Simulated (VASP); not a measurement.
C, 2 atoms in the cell. It takes space group Fddd (No. 70, orthorhombic). The conventional cell has a = 3.072 Å, b = 3.655 Å, c = 3.867 Å, α = 90.00°, β = 90.00°, γ = 90.00°. Within 2.0 Å of C (site symmetry 222) lie 4 C at 1.54 Å.  This cell differs from its parent crystal: strain +e along x and -e along y -0.1125, strain +e along z and -e/2 along x and y +0.0350.

| Item | Value |
| --- | --- |
| Program | VASP 6.6.1 |
| Task | single point |
| Functional | LDA |
| Potentials or basis | VASP PAW LDA potentials, release 64 (C) |
| Cutoff | 520 eV |
| k mesh | 12 × 12 × 12 |
| Occupations | gaussian, width 0.05 eV |
| Spin | no spin polarisation |
| Dipole correction | no |
| Further INCAR settings | ALGO = Normal; EDIFF = 1e-07; NBANDS = 11 |

Potentials or basis: VASP PAW LDA potentials, release 64 (C).

Run with:

```console
$ cat potpaw_LDA.64/C/POTCAR > POTCAR
$ mpirun -np 1 vasp_std > vasp.out
```

Hardware: 1 thread of Intel Xeon 8259CL, on a shared host.

Task: Estimate the wall time of this run.

Result: Wall time 36 s on 1 thread of Intel Xeon 8259CL, on a shared host, peak memory 0.13 GiB. Counts: scf iterations 11, k points 280.
